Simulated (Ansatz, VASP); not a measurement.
# TiO2 in VASP and in Ansatz

The input INCAR:

```
ALGO = Normal
EDIFF = 1E-7
ENCUT = 520
GGA = PE
ISIF = 2
ISMEAR = 0
IVDW = 12
LASPH = T
LCHARG = F
LDAU = T
LDAUJ = 0 0
LDAUL = 2 -1
LDAUPRINT = 1
LDAUTYPE = 2
LDAUU = 4 0
LMAXMIX = 4
LREAL = F
LWAVE = F
NBANDS = 19
NELM = 150
PREC = Accurate
SIGMA = 0.05
```

The input KPOINTS:

```
k-points
0
Gamma
  9 9 9
```

Contents of POSCAR:

```
TiO2
1.0
    1.5391500000      0.8886286668      4.8951988906
   -1.5391500000      0.8886286668      4.8951988906
    0.0000000000     -1.7772573337      4.8951988906
Ti O
1 2
Direct
    0.0000000000      0.0000000000      0.0000000000
    0.6017580785      0.6017580785      0.6017580785
    0.3982419215      0.3982419215      0.3982419215
```

Input for Ansatz:

```yaml
crystal:
  lattice:
    - [1.53915, 0.8886286668, 4.8951988906]
    - [-1.53915, 0.8886286668, 4.8951988906]
    - [0.0, -1.7772573337, 4.8951988906]
  atoms:
    - { symbol: Ti, position: [0.0, 0.0, 0.0] }
    - { symbol: O, position: [0.6017580785, 0.6017580785, 0.6017580785] }
    - { symbol: O, position: [0.3982419215, 0.3982419215, 0.3982419215] }
basis:
  ecutwfc: 520.0
kpoints:
  mp_grid: { grid: [9, 9, 9] }
hamiltonian:
  xc: pbe
  pseudopotentials: { kind: paw, azcp: { folder: soft_1 } }
  dispersion: d3bj
  hubbard: { sites: [{ species: Ti, l: d, u_eff: 4.0 }] }
scf:
  occupations: { method: gaussian, width: 0.05 }
output:
  forces: true
  stress: true
  eigenvalues: true
  write_density: true
  write_potential: true
  elf: true
  volumetric_format: npy
```

Alike in both runs: task single point; functional PBE; dispersion D3(BJ); k mesh 9 × 9 × 9; occupations gaussian, width 0.05 eV; no spin polarisation; Hubbard terms Ti d U = 4.0 eV.

|  | VASP | Ansatz |
| --- | --- | --- |
| version | VASP 6.6.1 | Ansatz 0.2.0 |
| potentials or method | VASP PAW PBE potentials, release 64 (Ti_sv, O), cutoff 520 eV | scalar-relativistic, plane waves, PAW |
| valence electrons in the cell | 24 | 24 |

|  | VASP | Ansatz | Ansatz less VASP |
| --- | --- | --- | --- |
| gap on the k mesh at the Fermi level (eV) | 2.79 | 2.73 | -0.068 |
| least direct gap on the mesh (eV) | 3.10 | 3.01 | -0.094 |
| pressure (GPa) | -5.8 | -8.7 | -2.89 |
| traceless stress, the component that is largest in VASP (GPa) | 4.44 | 4.89 | +0.453 |
| rms of the force components (eV/Å) | 0.084 | 0.244 | +0.1595 |

The programs project onto different local orbitals, so the same U acts differently, and such runs can settle in different states. Atom by atom the forces differ by 0.160 eV/Å (rms over components).
